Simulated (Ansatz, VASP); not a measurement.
## Two plane-wave programs on CsH

File INCAR:

```
SYSTEM = CsH
ALGO     = Normal         ! electronic algorithm
EDIFF    = 1E-6           ! SCF threshold, eV
ENCUT    = 520            ! plane-wave cutoff, eV
ISIF     = 2              ! what is computed and relaxed
ISMEAR   = 0              ! smearing method
LASPH    = .TRUE.         ! aspherical terms in the spheres
LCHARG   = .FALSE.        ! write CHGCAR
LREAL    = .FALSE.        ! projectors in reciprocal space
LWAVE    = .FALSE.        ! write WAVECAR
NBANDS   = 12             ! bands
NELM     = 80             ! most SCF steps
PREC     = Accurate       ! precision mode
SIGMA    = 0.05           ! smearing width, eV
```

The input KPOINTS:

```
k-points
0
G
  8 8 8
  0 0 0
```

File POSCAR:

```
CsH
1.0
    0.1195500000      3.1880000000      3.1880000000
    3.1880000000      0.1195500000      3.1880000000
    3.3075500000      3.3075500000      0.0000000000
Cs H
1 1
Direct
    0.0000000000      0.0000000000      0.0000000000
    0.5000000000      0.5000000000      0.5000000000
```

Input for Ansatz:

```yaml
crystal:
  lattice:
    - [0.11955, 3.188, 3.188]
    - [3.188, 0.11955, 3.188]
    - [3.30755, 3.30755, 0.0]
  atoms:
    - { symbol: Cs, position: [0.0, 0.0, 0.0] }
    - { symbol: H, position: [0.5, 0.5, 0.5] }
basis:
  ecutwfc: 420
kpoints:
  mp_grid: { grid: [8, 8, 8] }
hamiltonian:
  xc: lda
scf:
  occupations: { method: gaussian, width: 0.05 }
output:
  forces: true
  stress: true
  eigenvalues: true
```

Change from the starting cell: strain +0.0750 x Voigt [0, 0, 0, 0, 0, 1], atoms carried along.

Alike in both runs: task single point; functional LDA; k mesh 8 × 8 × 8; occupations gaussian, width 0.05 eV; no spin polarisation.

|  | VASP | Ansatz |
| --- | --- | --- |
| version | VASP 6.6.1 | Ansatz 0.2.0 |
| potentials or method | VASP PAW LDA potentials, release 64 (Cs_sv, H), cutoff 520 eV | scalar-relativistic, plane waves, PAW |
| valence electrons in the cell | 10 | 10 |

VASP gave:

```
gap on the k mesh at the Fermi level (eV)                     : 1.89
least direct gap on the mesh (eV)                             : 1.93
pressure (GPa)                                                : -1.3
traceless stress, the component that is largest in VASP (GPa) : -0.41
```

Task: Estimate Ansatz's values.

Result: gap on the k mesh at the Fermi level (eV): 1.91; least direct gap on the mesh (eV): 1.95; pressure (GPa): -1.3; traceless stress, the component that is largest in VASP (GPa): -0.41.

LDA's correlation is that of Perdew and Zunger in VASP and of Perdew and Wang (1992) in Ansatz.

Spin-orbit coupling is off throughout.
